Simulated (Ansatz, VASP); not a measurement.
**Two plane-wave programs on MgO**

The input INCAR:

```
ALGO     = Normal         # electronic algorithm
EDIFF    = 1E-6           # SCF threshold, eV
ENCUT    = 600            # plane-wave cutoff, eV
GGA_COMPAT= False        
ISIF     = 2              # what is computed and relaxed
ISMEAR   = -1             # smearing method
LASPH    = True           # aspherical terms in the spheres
LCHARG   = False          # write CHGCAR
LREAL    = False          # projectors in reciprocal space
LWAVE    = False          # write WAVECAR
NBANDS   = 11             # bands
NELM     = 120            # most SCF steps
PREC     = Accurate       # precision mode
SIGMA    = 0.05           # smearing width, eV
```

File KPOINTS:

```
k-points
0
Gamma
  16 16 16
```

The input POSCAR:

```
MgO
1.0
    0.0000000000      2.1647719303      2.1647719303
    2.1647719303      0.0000000000      2.1647719303
    2.1647719303      2.1647719303      0.0000000000
Mg O
1 1
Direct
    0.0000000000      0.0000000000      0.0000000000
    0.2500000000      0.2500000000      0.2500000000
```

Input for Ansatz:

```yaml
crystal:
  lattice:
    - [0.0, 2.1647719303, 2.1647719303]
    - [2.1647719303, 0.0, 2.1647719303]
    - [2.1647719303, 2.1647719303, 0.0]
  atoms:
    - { symbol: Mg, position: [0.0, 0.0, 0.0] }
    - { symbol: O, position: [0.25, 0.25, 0.25] }
kpoints:
  mp_grid: { grid: [16, 16, 16] }
scf:
  occupations: { method: fermi_dirac, width: 0.05 }
hamiltonian:
  xc: lda
  pseudopotentials: { kind: paw }
output:
  forces: true
  stress: true
  eigenvalues: true
  populations: true
```

Change from the starting cell: volume scaled by 0.88, PAW files.

Alike in both runs: task single point; functional LDA; k mesh 16 × 16 × 16; occupations fermi-dirac, width 0.05 eV; no spin polarisation.

```csv
,VASP,Ansatz
version,VASP 6.6.1,Ansatz 0.2.0
potentials or method,"VASP PAW LDA potentials, release 64 (Mg, O)","PAW with Ansatz's default frozen-core files, scalar-relativistic"
plane-wave cutoff (eV),600,420
valence electrons in the cell,8,16
```

Ansatz gave:

- gap on the k mesh at the Fermi level (eV): 4.51
- pressure (GPa): 21.5

Q: Which values does VASP return?

A: gap on the k mesh at the Fermi level (eV): 4.52; pressure (GPa): 21.0.

LDA's correlation is that of Perdew and Zunger in VASP and of Perdew and Wang (1992) in Ansatz. VASP's potentials hold 8 valence electrons a cell and Ansatz's 16, so a difference there can come from the potentials and not from the codes.
